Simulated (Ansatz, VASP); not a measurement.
Given: the input of a run of VASP 6.6.1 on Ca.

File INCAR:

```
SYSTEM = Ca
ALGO = Normal
EDIFF = 1E-7
ENCUT = 520
ISIF = 2
ISMEAR = 0
LASPH = .True.
LCHARG = .False.
LREAL = .False.
LWAVE = .False.
NBANDS = 11
NELM = 80
PREC = Accurate
SIGMA = 0.05
```

Contents of KPOINTS:

```
k-points
0
Gamma
  9 9 9
  0 0 0
```

The input POSCAR:

```
Ca
1.0
   -2.1376054963      2.1429527028      2.4933127236
    2.1376054963     -2.1429527028      2.4933127236
    2.1376054963      2.1429527028     -2.4933127236
Ca
1
Direct
    0.5000000000      0.5000000000      0.0000000000
```

Potentials or basis: VASP PAW LDA potentials, release 64 (Ca_sv).

Command:

```bash
$ cat potpaw_LDA.64/Ca_sv/POTCAR > POTCAR
$ mpirun -np 1 vasp_std > vasp.out
```

Question: Translate it to Ansatz 0.2.0. Potentials there: all-electron LAPW, scalar-relativistic.

Answer: As run (the cutoff follows the program's own potentials):

input.yaml

```yaml
crystal:
  lattice:
    - [-2.1376054963, 2.1429527028, 2.4933127236]
    - [2.1376054963, -2.1429527028, 2.4933127236]
    - [2.1376054963, 2.1429527028, -2.4933127236]
  atoms:
    - { symbol: Ca, position: [0.5, 0.5, 0.0] }
kpoints:
  mp_grid: { grid: [9, 9, 9] }
scf:
  occupations: { method: gaussian, width: 0.05 }
hamiltonian:
  xc: lda
  pseudopotentials: { kind: all_electron, lapw: { basis_error: 0.001 } }
output:
  forces: true
  stress: true
  eigenvalues: true
```

Potentials or basis: all-electron LAPW, scalar-relativistic.

Command:

```sh
$ ansatz run input.yaml --threads 1 --pin off --max-ram 3072MiB --backend cpu --events-out ev --progress --plain --runs-dir out
```

Both were run:

|  | VASP | Ansatz | Ansatz less VASP |
| --- | --- | --- | --- |
| gap on the k mesh at the Fermi level (eV) | none | none | - |
| pressure (GPa) | -2.7 | -2.7 | 0.00 |
| traceless stress, the component that is largest in VASP (GPa) | 0.15 | 0.15 | +0.001 |

LDA's correlation is that of Perdew and Zunger in VASP and of Perdew and Wang (1992) in Ansatz. A gap of «none» marks a metal or a gap that the smearing closes. Ansatz ran all-electron here, and VASP with PAW potentials.
